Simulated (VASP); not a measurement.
Input of a VASP 6.6.1 run:

File INCAR:

```
SYSTEM = C
PREC = Accurate
ENCUT = 520
EDIFF = 1E-6
ISMEAR = 0
SIGMA = 0.15
LREAL = .FALSE.
LASPH = .TRUE.
NELM = 80
ALGO = Normal
ISIF = 2
LWAVE = .FALSE.
LCHARG = .FALSE.
GGA = PE
IVDW = 12
NBANDS = 16
```

KPOINTS

```
Automatic mesh
0
G
  22 22 8
  0 0 0
```

The input POSCAR:

```
C
1.0
    1.1724340315     -2.1303419086      0.0471769970
    1.2172586607      2.1562344250      0.0164985653
    0.1755921466     -0.0488678247      6.7821888084
C
4
Direct
    0.0570595625      0.9119205830      0.7655819785
    0.5946192193      0.4314544059      0.2437300322
    0.9912310408      0.1457870829      0.2424898105
    0.3570901773      0.5108379282      0.7481981788
```

Potentials or basis: VASP PAW PBE potentials, release 64 (C).

Run with:

```bash
$ cat potpaw_PBE.64/C/POTCAR > POTCAR
$ mpirun -np 1 vasp_std > vasp.out
```

Task: What does it give for the largest force?

Result: 10.385 eV/Å.

Task: Predict the pressure.

Result: 25.9 GPa.

Task: Predict the dispersion energy per atom.

Result: -0.154 eV.

Stress tensor (GPa, compression positive):
```
 63.88 -11.30  -2.67
-11.30  14.10  -3.49
 -2.67  -3.49  -0.28
```

Caveat: the cell differs from its parent crystal (atoms moved at random and the cell strained at random); the cell stands under pressure; forces of over 1 eV/Å act on the atoms, so gaps and moduli don't describe the material at rest.
